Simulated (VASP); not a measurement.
# AlN (Fm-3m) in VASP: further runs

AlN is run at these levels: LDA; tasks: single point.

The COD entry that gives the cell may itself be a prediction, so a difference from it is no test against experiment.

Program: VASP 6.6.1. These are calculated values, not measurements. Logs are shortened: lines on timing, memory, paths and dates and some standing lists are left out, and cuts for length are marked.

### 1 The cell of the first run

The structure is cubic, space group Fm-3m (No. 225). Conventional cell: a = 3.885 Å, b = 3.885 Å, c = 3.885 Å, α = 90.00°, β = 90.00°, γ = 90.00°. Within 2.6 Å of Al (site symmetry m-3m) lie 6 N at 1.94 Å. Within 2.6 Å of N (site symmetry m-3m) lie 6 Al at 1.94 Å.

### 2 Single point, LDA

File INCAR:

```
PREC = Accurate
ENCUT = 600
EDIFF = 1E-6
ISMEAR = 0
SIGMA = 0.01
LREAL = False
LASPH = True
NELM = 120
ALGO = Normal
ISIF = 2
LWAVE = False
LCHARG = True
LELF = True
LVHAR = True
NBANDS = 11
GGA_COMPAT = False
```

File KPOINTS:

```
Automatic mesh
0
Gamma
  8 8 8
```

File POSCAR:

```
AlN
1.0
    0.0000000000      1.9423886297      1.9423886297
    1.9423886297      0.0000000000      1.9423886297
    1.9423886297      1.9423886297      0.0000000000
Al N
1 1
Direct
    0.0000000000      0.0000000000      0.0000000000
    0.5000000000      0.5000000000      0.5000000000
```

Potentials or basis: VASP PAW LDA potentials, release 64 (Al, N).

On the command line:

```
$ cat potpaw_LDA.64/Al/POTCAR potpaw_LDA.64/N/POTCAR > POTCAR
$ mpirun -np 1 vasp_std > vasp.out
```

OUTCAR:

```text
PREC = Accurate
   ENCUT = 600
   EDIFF = 1E-6
   ISMEAR = 0
   LREAL = False
   LASPH = True
   NELM = 120
   ISIF = 2

 ion  position               nearest neighbor table
   1  0.000  0.000  0.000-   2 1.94   2 1.94   2 1.94   2 1.94   2 1.94   2 1.94
   2  0.500  0.500  0.500-   1 1.94   1 1.94   1 1.94   1 1.94   1 1.94   1 1.94

  LATTYP: Found a face centered cubic cell.
 ALAT       =     3.8847772594

  Lattice vectors:

 A1 = (   0.0000000000,   1.9423886297,   1.9423886297)
 A2 = (   1.9423886297,   0.0000000000,   1.9423886297)
 A3 = (   1.9423886297,   1.9423886297,   0.0000000000)

Analysis of symmetry for initial positions (statically):
=====================================================================
 Subroutine PRICEL returns:
 Original cell was already a primitive cell.

 Routine SETGRP: Setting up the symmetry group for a
 face centered cubic supercell.

 Subroutine GETGRP returns: Found 48 space group operations
 (whereof 48 operations were pure point group operations)
 out of a pool of 48 trial point group operations.

The static configuration has the point symmetry O_h .

Analysis of symmetry for dynamics (positions and initial velocities):
=====================================================================
 Subroutine PRICEL returns:
 Original cell was already a primitive cell.

 Routine SETGRP: Setting up the symmetry group for a
 face centered cubic supercell.

 Subroutine GETGRP returns: Found 48 space group operations
 (whereof 48 operations were pure point group operations)
 out of a pool of 48 trial point group operations.

The dynamic configuration has the point symmetry O_h .

 Subroutine INISYM returns: Found 48 space group operations
 (whereof 48 operations are pure point group operations),
 and found     1 'primitive' translations

----------------------------------------------------------------------------------------

                                     Primitive cell

  volume of cell :      14.6568

  direct lattice vectors                    reciprocal lattice vectors
     0.000000000  1.942388630  1.942388630    -0.257415016  0.257415016  0.257415016
     1.942388630  0.000000000  1.942388630     0.257415016 -0.257415016  0.257415016
     1.942388630  1.942388630  0.000000000     0.257415016  0.257415016 -0.257415016

  length of vectors
     2.746952344  2.746952344  2.746952344     0.445855886  0.445855886  0.445855886

  position of ions in fractional coordinates (direct lattice)
     0.000000000  0.000000000  0.000000000
     0.500000000  0.500000000  0.500000000

  ion indices of the primitive-cell ions
   primitive index   ion index
                 1           1
                 2           2

----------------------------------------------------------------------------------------

 KPOINTS: Automatic mesh

Automatic generation of k-mesh.
 Grid dimensions read from file:
 generate k-points for:    8    8    8

 Generating k-lattice:

  Cartesian coordinates                     Fractional coordinates (reciprocal lattice)
    -0.032176877  0.032176877  0.032176877     0.125000000  0.000000000  0.000000000
     0.032176877 -0.032176877  0.032176877     0.000000000  0.125000000  0.000000000
     0.032176877  0.032176877 -0.032176877     0.000000000  0.000000000  0.125000000

  Length of vectors
     0.055731986  0.055731986  0.055731986

  Shift w.r.t. Gamma in fractional coordinates (k-lattice)
     0.000000000  0.000000000  0.000000000

 Subroutine IBZKPT returns following result:
 ===========================================

 Found     29 irreducible k-points:

 Following reciprocal coordinates:
            Coordinates               Weight
  0.000000  0.000000  0.000000      1.000000
  0.125000  0.000000  0.000000      8.000000
  0.250000  0.000000  0.000000      8.000000
  0.375000  0.000000  0.000000      8.000000
  0.500000  0.000000  0.000000      4.000000
  0.125000  0.125000  0.000000      6.000000
[... 16 lines left out ...]
  0.500000  0.250000  0.125000     48.000000
 -0.375000  0.250000  0.125000     24.000000
 [... further k-points ...]
   k-points           NKPTS =     29   k-points in BZ     NKDIM =     29   number of bands    NBANDS=     11
   number of dos      NEDOS =    301   number of ions     NIONS =      2
   total plane-waves  NPLWV =  13824
   dimension x,y,z NGX =    24 NGY =   24 NGZ =   24
   dimension x,y,z NGXF=    48 NGYF=   48 NGZF=   48
   ions per type =               1   1
   NGX,Y,Z   is equivalent  to a cutoff of  14.52, 14.52, 14.52 a.u.
   NGXF,Y,Z  is equivalent  to a cutoff of  29.05, 29.05, 29.05 a.u.
 SYSTEM =  unknown system
   PREC   = accura    normal or accurate (medium, high low for compatibility)
   ISTART =      0    job   : 0-new  1-cont  2-samecut
   ICHARG =      2    charge: 1-file 2-atom 10-const
   ISPIN  =      1    spin polarized calculation?
   LNONCOLLINEAR =      F non collinear calculations
   LSORBIT =      F    spin-orbit coupling
   LASPH  =      T    aspherical Exc in radial PAW
   ENCUT  =  600.0 eV  44.10 Ry    6.64 a.u.   5.49  5.49  5.49*2*pi/ulx,y,z
   NELM   =    120;   NELMIN=  2; NELMDL= -5     # of ELM steps
   EDIFF  = 0.1E-05   stopping-criterion for ELM
   LREAL  =      F    real-space projection
   EDIFFG = 0.1E-04   stopping-criterion for IOM
   NSW    =      0    number of steps for IOM
   IBRION =     -1    ionic relax: 0-MD 1-quasi-New 2-CG
   NFREE  =      0    steps in history (QN), initial steepest desc. (CG)
   ISIF   =      2    stress and relaxation
   ISYM   =      2    0-nonsym 1-usesym 2-fastsym
   POTIM  = 0.5000    time-step for ionic-motion
   TEBEG  =    0.0;   TEEND  =   0.0 temperature during run
   PSTRESS=    0.0 pullay stress
   NELECT =       8.0000    total number of electrons
   NUPDOWN=      -1.0000    fix difference up-down
   EMIN   =  10.00;   EMAX   =-10.00  energy-range for DOS
   EFERMI =   0.00;   METHOD = LEGACY
   ISMEAR =     0;   SIGMA  =   0.01  broadening in eV -4-tet -1-fermi 0-gaus
   EFERMI_NEDOS =   21; number of points for ismear=-14 and -15
   IALGO  =     38    algorithm
   IMIX   =      4    mixing-type and parameters
     AMIX     =   0.40;   BMIX     =  1.00
     AMIX_MAG =   1.60;   BMIX_MAG =  1.00
  volume/ion in A,a.u.               =       7.33        49.45
  Fermi-wavevector in a.u.,A,eV,Ry     =   1.337905  2.528274 24.354300  1.789991
  Thomas-Fermi vector in A             =   2.466417
   LORBIT       =      0    0 simple, 1 ext, 2 COOP (PROOUT), +10 PAW based schemes
   GGA     = CA    functional components
   LHFCALC =     F    Hartree Fock is set to
   AEXX    =    0.0000 exact exchange contribution
   IVDW    =     0    specifies the selected vdW correction
   LEPSILON=     F    determine dielectric tensor
   LRPA    =     F    only Hartree local field effects (RPA)
 non-spin polarized calculation
 Gauss-broadening in eV      SIGMA  =   0.01
  energy-cutoff  :      600.00
  volume of cell :       14.66
 maximum number of plane-waves:       531
 NGX is ok and might be reduce to    24
   NGX = 11   NGY = 11   NGZ = 11

 number of electron       8.0000000 magnetization

 Free energy of the ion-electron system (eV)
  ---------------------------------------------------
  ext. energy  EPLUGINS =         0.00000000
  ---------------------------------------------------
  free energy    TOTEN  =       -16.08577585 eV

  energy without entropy =      -16.08577585  energy(sigma->0) =      -16.08577585

 E-fermi :  11.4195     XC(G=0): -13.1464

 val. band max:       11.3538963998   @ k =   0.0000   0.0000   0.0000
 cond. band min:      16.3015756452   @ k =   0.5000   0.5000   0.0000
 fundamental gap:      4.9476792454
 Fermi energy:        11.4195425055

 k-point     1 :       0.0000    0.0000    0.0000
  band No.  band energies     occupation
      1      -7.1996      2.00000
      2      11.3539      2.00000
      3      11.3539      2.00000
      4      11.3539      2.00000
      5      18.9699      0.00000
      6      23.7383      0.00000
      7      23.7383      0.00000
      8      23.7383      0.00000
      9      29.3030      0.00000
     10      29.8711      0.00000
     11      29.8711      0.00000

 k-point     2 :       0.1250    0.0000    0.0000
  band No.  band energies     occupation
      1      -6.8394      2.00000
      2       9.8273      2.00000
      3      11.1230      2.00000
      4      11.1230      2.00000
      5      19.6397      0.00000
      6      22.6736      0.00000
      7      24.2616      0.00000
      8      24.2616      0.00000
      9      28.2081      0.00000
     10      28.2081      0.00000
     11      31.0171      0.00000

 k-point     3 :       0.2500    0.0000    0.0000
  band No.  band energies     occupation
      1      -5.8054      2.00000
      2       6.7451      2.00000
      3      10.6261      2.00000
      4      10.6261      2.00000
      5      19.2783      0.00000
      6      23.5381      0.00000
      7      24.3539      0.00000
      8      24.3539      0.00000
      9      28.3682      0.00000
     10      28.3682      0.00000
     11      30.0705      0.00000

 k-point     4 :       0.3750    0.0000    0.0000
  band No.  band energies     occupation
      1      -4.3214      2.00000
      2       3.7153      2.00000
      3      10.1933      2.00000
      4      10.1933      2.00000
      5      18.5237      0.00000
      6      23.5120      0.00000
      7      23.5120      0.00000
      8      25.4177      0.00000
      9      29.0342      0.00000
     10      31.1061      0.00000
     11      31.1061      0.00000
[... 239 lines left out ...]
 k-point    22 :       0.3750    0.2500    0.1250
  band No.  band energies     occupation
      1      -4.9441      2.00000
      2       6.3793      2.00000
      3       8.4240      2.00000
      4       9.9629      2.00000
      5      20.2973      0.00000
      6      21.4736      0.00000
      7      22.5885      0.00000
      8      26.4007      0.00000
      9      27.3732      0.00000
     10      32.0028      0.00000
     11      34.4739      0.00000

 k-point    23 :       0.5000    0.2500    0.1250
  band No.  band energies     occupation
      1      -3.5928      2.00000
      2       4.3418      2.00000
      3       7.4222      2.00000
      4       9.3611      2.00000
      5      20.4150      0.00000
      6      21.4047      0.00000
      7      23.1687      0.00000
      8      25.7899      0.00000
      9      29.4426      0.00000
     10      32.7579      0.00000
     11      34.7789      0.00000

 k-point    24 :      -0.3750    0.2500    0.1250
  band No.  band energies     occupation
      1      -2.7679      2.00000
      2       3.1463      2.00000
      3       7.1918      2.00000
      4       9.0700      2.00000
      5      20.5625      0.00000
      6      20.7768      0.00000
      7      24.7661      0.00000
      8      25.2128      0.00000
      9      30.6870      0.00000
     10      31.8493      0.00000
     11      35.1375      0.00000

 [... further k-points ...]

------------------------ aborting loop because EDIFF is reached ----------------------------------------

  FORCE on cell =-STRESS in cart. coord.  units (eV):
  Direction    XX          YY          ZZ          XY          YZ          ZX
  --------------------------------------------------------------------------------------
  -------------------------------------------------------------------------------------
  Total        3.0160281      3.0160281      3.0160281     -0.0000000     -0.0000000      0.0000000
  in kB      329.6913780    329.6913780    329.6913780     -0.0000000     -0.0000000      0.0000000
  external PRESSURE =     329.6913780 kB  Pullay stress =       0.0000000 kB

 VOLUME and BASIS-vectors are now :
 -----------------------------------------------------------------------------
  energy-cutoff  :      600.00
  volume of cell :       14.66
      direct lattice vectors                 reciprocal lattice vectors
     0.000000000  1.942388630  1.942388630    -0.257415016  0.257415016  0.257415016
     1.942388630  0.000000000  1.942388630     0.257415016 -0.257415016  0.257415016
     1.942388630  1.942388630  0.000000000     0.257415016  0.257415016 -0.257415016

 POSITION                                       TOTAL-FORCE (eV/Angst)
 -----------------------------------------------------------------------------------
      0.00000      0.00000      0.00000        -0.000000      0.000000      0.000000
      1.94239      1.94239      1.94239         0.000000     -0.000000     -0.000000
 -----------------------------------------------------------------------------------
    total drift:                               -0.000000     -0.000000      0.000000

  FREE ENERGIE OF THE ION-ELECTRON SYSTEM (eV)
  ---------------------------------------------------
  free  energy   TOTEN  =       -16.0857758533 eV

  energy  without entropy=      -16.0857758533  energy(sigma->0) =      -16.08577585
```

It took 4.6 s on 1 thread of AMD EPYC 7R13 (Zen 3), shared host; peak memory 0.09 GiB.

Results:

```yaml
Free_energy: -16.0858 eV
Pressure: 33.0 GPa
Band_gap_on_the_k_mesh: 4.95 eV, indirect (least direct gap 7.62 eV)
```

Levels at points of the mesh, in eV from the valence-band top:
```tsv
k point	band 1	band 2	band 3	band 4	band 5	band 6	band 7	band 8
(0.00, 0.00, 0.00)	-18.55	0.00	0.00	0.00	7.62	12.38	12.38	12.38
(0.50, 0.00, 0.00)	-14.71	-9.15	-1.33	-1.33	6.91	11.80	11.80	14.92
(0.50, 0.50, 0.00)	-13.52	-8.26	-3.14	-3.14	4.95	5.68	15.40	18.94
```

A k mesh can miss the band edges. LDA gaps usually lie below the measured ones, often by a third to a half.

### 3 Single point, LDA

This run uses another cell than the first one, of 7.48 Å³/atom, 1.021 times its volume.

File INCAR:

```
SYSTEM = AlN
PREC = Accurate
ENCUT = 600
EDIFF = 1E-6
ISMEAR = 0
SIGMA = 0.01
LREAL = .FALSE.
LASPH = .TRUE.
NELM = 120
ALGO = Normal
ISIF = 2
LWAVE = .FALSE.
LCHARG = .TRUE.
LELF = .TRUE.
LVHAR = .TRUE.
NBANDS = 11
GGA_COMPAT = .FALSE.
```

File KPOINTS:

```
Automatic mesh
0
G
  8 8 8
  0 0 0
```

File POSCAR:

```
AlN
1.0
    0.0000000000      1.9557848367      1.9557848367
    1.9557848367      0.0000000000      1.9557848367
    1.9557848367      1.9557848367      0.0000000000
Al N
1 1
Direct
    0.0000000000      0.0000000000      0.0000000000
    0.5000000000      0.5000000000      0.5000000000
```

Potentials or basis: VASP PAW LDA potentials, release 64 (Al, N).

On the command line:

```
$ cat potpaw_LDA.64/Al/POTCAR potpaw_LDA.64/N/POTCAR > POTCAR
$ mpirun -np 1 vasp_std > vasp.out
```

Wall time 4.5 s (1 thread of AMD EPYC 7R13 (Zen 3), shared host); peak memory 0.09 GiB.

The run converged. Its results:

```yaml
Free_energy: -16.1414 eV
Pressure: 25.0 GPa
Band_gap_on_the_k_mesh: 5.00 eV, indirect (least direct gap 7.28 eV)
```

Levels at points of the mesh, in eV from the valence-band top:
```csv
k point,band 2,band 3,band 4,band 5,band 6,band 7
"(0.00, 0.00, 0.00)",0.00,0.00,0.00,7.28,12.32,12.32
"(0.50, 0.00, 0.00)",-9.01,-1.28,-1.28,6.77,11.62,11.62
"(0.50, 0.50, 0.00)",-8.11,-3.08,-3.08,5.00,5.46,15.14
```

A k mesh can miss the band edges. Expect the measured gap to be larger: semilocal functionals such as LDA lack the derivative discontinuity.

### 4 Single point, LDA

This run uses another cell than the first one, of 7.79 Å³/atom, 1.063 times its volume.

File INCAR:

```
PREC = Accurate
ENCUT = 600
EDIFF = 1E-6
ISMEAR = 0
SIGMA = 0.01
LREAL = F
LASPH = T
NELM = 120
ALGO = Normal
ISIF = 2
LWAVE = F
LCHARG = F
NBANDS = 11
GGA_COMPAT = F
```

File KPOINTS:

```
Automatic mesh
0
Gamma
  8 8 8
```

File POSCAR:

```
AlN
1.0
    0.0000000000      1.9820401151      1.9820401151
    1.9820401151      0.0000000000      1.9820401151
    1.9820401151      1.9820401151      0.0000000000
Al N
1 1
Direct
    0.0000000000      0.0000000000      0.0000000000
    0.5000000000      0.5000000000      0.5000000000
```

On the command line:

```
$ cat potpaw_LDA.64/Al/POTCAR potpaw_LDA.64/N/POTCAR > POTCAR
$ mpirun -np 1 vasp_std > vasp.out
```

It took 4.2 s on 1 thread of AMD EPYC 7R13 (Zen 3), shared host; peak memory 0.09 GiB.

Results (log left out):

```yaml
Free_energy: -16.2103 eV
Pressure: 11.1 GPa
Band_gap_on_the_k_mesh: 5.04 eV, indirect (least direct gap 6.66 eV)
```

Levels at points of the mesh, in eV from the valence-band top:
```
           k point  band 1  band 2  band 3  band 4  band 5  band 6  band 7  band 8
(0.00, 0.00, 0.00)  -17.96    0.00    0.00    0.00    6.66   12.20   12.20   12.20
(0.50, 0.00, 0.00)  -14.38   -8.74   -1.20   -1.20    6.51   11.29   11.29   14.01
(0.50, 0.50, 0.00)  -13.28   -7.82   -2.97   -2.97    5.04    5.08   14.62   17.93
```

### 5 Single point, LDA

This run uses another cell than the first one, of 8.09 Å³/atom, 1.104 times its volume.

File INCAR:

```
  PREC = Accurate
  ENCUT = 600
  EDIFF = 1E-6
  ISMEAR = 0
  SIGMA = 0.01
  LREAL = False
  LASPH = True
  NELM = 120
  ALGO = Normal
  ISIF = 2
  LWAVE = False
  LCHARG = False
  NBANDS = 11
  GGA_COMPAT = False
```

File KPOINTS:

```
regular mesh
0
Gamma
  8 8 8
```

File POSCAR:

```
AlN
1.0
    0.0000000000      2.0076176473      2.0076176473
    2.0076176473      0.0000000000      2.0076176473
    2.0076176473      2.0076176473      0.0000000000
Al N
1 1
Direct
    0.0000000000      0.0000000000      0.0000000000
    0.5000000000      0.5000000000      0.5000000000
```

On the command line:

```
$ cat potpaw_LDA.64/Al/POTCAR potpaw_LDA.64/N/POTCAR > POTCAR
$ mpirun -np 1 vasp_std > vasp.out
```

It took 4.3 s on 1 thread of AMD EPYC 7R13 (Zen 3), shared host; peak memory 0.09 GiB.

It converged, with:

```yaml
Free_energy: -16.2310 eV
Pressure: -0.4 GPa
Band_gap_on_the_k_mesh: 4.66 eV, indirect (least direct gap 6.08 eV)
```

Levels at points of the mesh, in eV from the valence-band top:
| k point | band 1 | band 2 | band 3 | band 4 | band 5 | band 6 | band 7 | band 8 | band 9 |
| --- | --- | --- | --- | --- | --- | --- | --- | --- | --- |
| (0.00, 0.00, 0.00) | -17.60 | 0.00 | 0.00 | 0.00 | 6.08 | 12.09 | 12.09 | 12.09 | 17.37 |
| (0.50, 0.00, 0.00) | -14.18 | -8.48 | -1.12 | -1.12 | 6.26 | 10.97 | 10.97 | 13.43 | 16.10 |
| (0.50, 0.50, 0.00) | -13.13 | -7.56 | -2.87 | -2.87 | 4.66 | 5.16 | 14.15 | 17.31 | 17.31 |

### 6 Summary

| cell | gap on the mesh (eV) | pressure (GPa) |
| --- | --- | --- |
| a = 2.747 Å, angles 60.0°, 2 atoms | 4.95 | 33.0 |
| a = 2.766 Å, angles 60.0°, 2 atoms | 5.00 | 25.0 |
| a = 2.803 Å, angles 60.0°, 2 atoms | 5.04 | 11.1 |
| a = 2.839 Å, angles 60.0°, 2 atoms | 4.66 | -0.4 |

Alike in all rows: task single point; level LDA; potentials or basis VASP PAW LDA potentials, release 64 (Al, N); no spin polarisation; k mesh 8 × 8 × 8; cutoff (eV) 600; smearing gaussian 0.01 eV.

Absolute energies hang on the potentials; compare differences alone.
